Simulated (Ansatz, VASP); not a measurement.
## MgS: VASP beside Ansatz

File INCAR:

```
ALGO = Normal
EDIFF = 1E-6
ENCUT = 600
GGA = PE
GGA_COMPAT = False
ISIF = 2
ISMEAR = 0
LASPH = True
LCHARG = False
LREAL = False
LWAVE = False
NBANDS = 11
NELM = 120
PREC = Accurate
SIGMA = 0.1
```

Contents of KPOINTS:

```
k-points
0
Gamma
  4 4 4
```

The input POSCAR:

```
MgS
1.0
    0.0000000000      2.8331200468      2.8331200468
    2.8331200468      0.0000000000      2.8331200468
    2.8331200468      2.8331200468      0.0000000000
Mg S
1 1
Direct
    0.0000000000      0.0000000000      0.0000000000
    0.7500000000      0.7500000000      0.7500000000
```

Input for Ansatz:

```yaml
crystal:
  lattice:
    - [0.0, 2.8331200468, 2.8331200468]
    - [2.8331200468, 0.0, 2.8331200468]
    - [2.8331200468, 2.8331200468, 0.0]
  atoms:
    - { symbol: Mg, position: [0.0, 0.0, 0.0] }
    - { symbol: S, position: [0.75, 0.75, 0.75] }
basis:
  ecutwfc: 420
kpoints:
  mp_grid: { grid: [4, 4, 4] }
hamiltonian:
  xc: pbe
scf:
  occupations: { method: gaussian, width: 0.1 }
output:
  forces: true
  stress: true
  eigenvalues: true
```

Alike in both runs: task single point; functional PBE; k mesh 4 × 4 × 4; occupations gaussian, width 0.1 eV; no spin polarisation.

|  | VASP | Ansatz |
| --- | --- | --- |
| version | VASP 6.6.1 | Ansatz 0.2.0 |
| potentials or method | VASP PAW PBE potentials, release 64 (Mg, S), cutoff 600 eV | scalar-relativistic, plane waves, PAW |
| valence electrons in the cell | 8 | 16 |

|  | VASP | Ansatz | Ansatz less VASP |
| --- | --- | --- | --- |
| gap on the k mesh at the Fermi level (eV) | 3.44 | 3.45 | +0.008 |
| least direct gap on the mesh (eV) | 3.44 | 3.45 | +0.008 |
| pressure (GPa) | 0.9 | 1.0 | +0.13 |

VASP's potentials hold 8 valence electrons a cell and Ansatz's 16, so a difference there can come from the potentials and not from the codes.

The k mesh is coarse, so the values compare programs but aren't converged.
